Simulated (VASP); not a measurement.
F:

```
F
1.0
     2.90640   -1.73276    0.17217
     2.90640    1.73276    0.17217
    -1.18168    0.00000    6.71781
F
4
Direct
  0.92764 0.58077 0.09429
  0.41923 0.07236 0.40571
  0.07236 0.41923 0.90571
  0.58077 0.92764 0.59429
```

This cell differs from its parent crystal: volume scaled by 0.94.

| Quantity | Value |
| --- | --- |
| Program | VASP 6.6.1 |
| Task | relaxation of shape and atoms at fixed volume |
| Functional | PBEsol |
| Potentials or basis | VASP PAW PBE potentials, release 64 (F) |
| Cutoff | 600 eV |
| k mesh | 8 × 8 × 4 |
| Occupations | gaussian, width 0.02 eV |
| Spin | no spin polarisation |

At the start: pressure 1.9 GPa; volume 17.09 Å³/atom.

Problem. Where does the relaxation end?

Solution. Over 19 steps the energy falls by 7.2 meV/atom; space group C2/c (No. 15, to 0.05 Å).

The path:
```tsv
step	energy change (eV)	largest force (eV/Å)	pressure (GPa)	volume (Å³)
1	0.0000	1.0057	1.87	68.37
2	0.2184	2.3785	-6.27	68.37
3	-0.0252	0.0298	-0.43	68.37
4	-0.0252	0.0053	-0.38	68.37
5	-0.0252	0.0224	-0.33	68.37
6	-0.0253	0.0226	-0.32	68.37
7	-0.0256	0.0220	-0.31	68.37
8	-0.0260	0.0214	-0.30	68.37
9	-0.0267	0.0202	-0.30	68.37
10	-0.0276	0.0167	-0.27	68.37
11	-0.0277	0.0147	-0.26	68.37
12	-0.0234	0.3885	-1.18	68.37
13	-0.0277	0.0194	-0.30	68.37
14	-0.0279	0.0198	-0.32	68.37
15	-0.0283	0.0306	-0.36	68.37
16	-0.0284	0.0818	-0.50	68.37
17	-0.0285	0.0527	-0.42	68.37
18	-0.0286	0.0298	-0.38	68.37
19	-0.0286	0.0048	-0.31	68.37
```

Final structure:
```
CELL_PARAMETERS angstrom
2.97341 -1.74321 0.23095
2.97341 1.74321 0.23095
-1.06294 0.00000 6.51251
ATOMIC_POSITIONS crystal
F 0.91372 0.59066 0.09657
F 0.40934 0.08628 0.40343
F 0.08628 0.40934 0.90343
F 0.59066 0.91372 0.59657
```

Caveat: the cell differs from its parent crystal (volume scaled by 0.94); the PAW data sets were made with another functional, which shifts forces and pressure a little.
